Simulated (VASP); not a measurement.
Wanted: the native input for a VASP 6.6.1 run.

| Item | Value |
| --- | --- |
| Task | single point |
| Functional | PBE |
| Dispersion | D3(BJ) |
| Potentials or basis | VASP PAW PBE potentials, release 64 (Al, H) |
| Cutoff | 520 eV |
| k mesh | 6 × 6 × 1 |
| Occupations | gaussian, width 0.1 eV |
| Spin | no spin polarisation |
| Dipole correction | yes |
| Further INCAR settings | LREAL = Auto; ALGO = Normal; EDIFF = 1e-06; NBANDS = 78 |

The structure of Al36H lies in POSCAR:

```
Al36H
1.0
    5.6288445221      0.0000000000      0.0000000000
   -2.8144222610      4.8747223501      0.0000000000
    0.0000000000      0.0000000000     35.8073562139
Al H
36 1
Direct
    0.1666666667      0.3333333333      0.1117088895
    0.1666666667      0.8333333333      0.1117088895
    0.6666666667      0.3333333333      0.1117088895
    0.6666666667      0.8333333333      0.1117088895
    0.0000000000      0.0000000000      0.1762280837
    0.0000000000      0.5000000000      0.1762280837
    0.5000000000      0.0000000000      0.1762280837
    0.5000000000      0.5000000000      0.1762280837
    0.3333333333      0.1666666667      0.2407472780
    0.3333333333      0.6666666667      0.2407472780
    0.8333333333      0.1666666667      0.2407472780
    0.8333333333      0.6666666667      0.2407472780
    0.0000000000      0.0000000000      0.3052664723
    0.0000000000      0.5000000000      0.3052664723
    0.5000000000      0.0000000000      0.3052664723
    0.5000000000      0.5000000000      0.3052664723
    0.1666666667      0.3333333333      0.3692823671
    0.1666666667      0.8333333333      0.3692823671
    0.6666666667      0.3333333333      0.3692823671
    0.6666666667      0.8333333333      0.3692823671
    0.0000000000      0.0000000000      0.4332765596
    0.0000000000      0.5000000000      0.4332765596
    0.5000000000      0.0000000000      0.4332765596
    0.5000000000      0.5000000000      0.4332765596
    0.3333333333      0.1666666667      0.4981718464
    0.3333333333      0.6666666667      0.4981718464
    0.8333333333      0.1666666667      0.4981718464
    0.8333333333      0.6666666667      0.4981718464
    0.0000000000      0.0000000000      0.5626837009
    0.0000000000      0.5000000000      0.5626837009
    0.5000000000      0.0000000000      0.5626837009
    0.5000000000      0.5000000000      0.5626837009
    0.1666666667      0.3333333333      0.6285679423
    0.1666666667      0.8333333333      0.6285679423
    0.6666666667      0.3333333333      0.6285679423
    0.6666666667      0.8333333333      0.6285679423
    0.1666666667      0.5833333333      0.7207277762
```

These files were run (other wordings do the same):

INCAR

```
SYSTEM = Al36H
ALGO     = Normal         ! electronic algorithm
DIPOL    = 0.5 0.5 0.379
EDIFF    = 1E-6           ! SCF threshold, eV
ENCUT    = 520            ! plane-wave cutoff, eV
GGA      = PE             ! functional
IDIPOL   = 3            
ISIF     = 2              ! what is computed and relaxed
ISMEAR   = 0              ! smearing method
IVDW     = 12             ! dispersion correction
LASPH    = .True.         ! aspherical terms in the spheres
LCHARG   = .False.        ! write CHGCAR
LDIPOL   = .True.       
LREAL    = Auto         
LWAVE    = .False.        ! write WAVECAR
NBANDS   = 78             ! bands
NELM     = 80             ! most SCF steps
PREC     = Accurate       ! precision mode
SIGMA    = 0.1            ! smearing width, eV
```

KPOINTS

```
k-points
0
Gamma
  6 6 1
  0 0 0
```

Potentials or basis: VASP PAW PBE potentials, release 64 (Al, H).

Command:

```bash
$ cat potpaw_PBE.64/Al/POTCAR potpaw_PBE.64/H/POTCAR > POTCAR
$ mpirun -np 1 vasp_std > vasp.out
```

Results of the run:

```yaml
Largest_force: 0.714 eV/Å
Band_gap_on_the_k_mesh: zero (an odd number of electrons rules out a gap without spin polarisation)
Dispersion_energy_per_atom: -0.304 eV
```

Run time: 39 min on 1 thread of Intel(R) Xeon(R) 6975P-C (Granite Rapids) (shared host), peak memory 1.2 GiB.
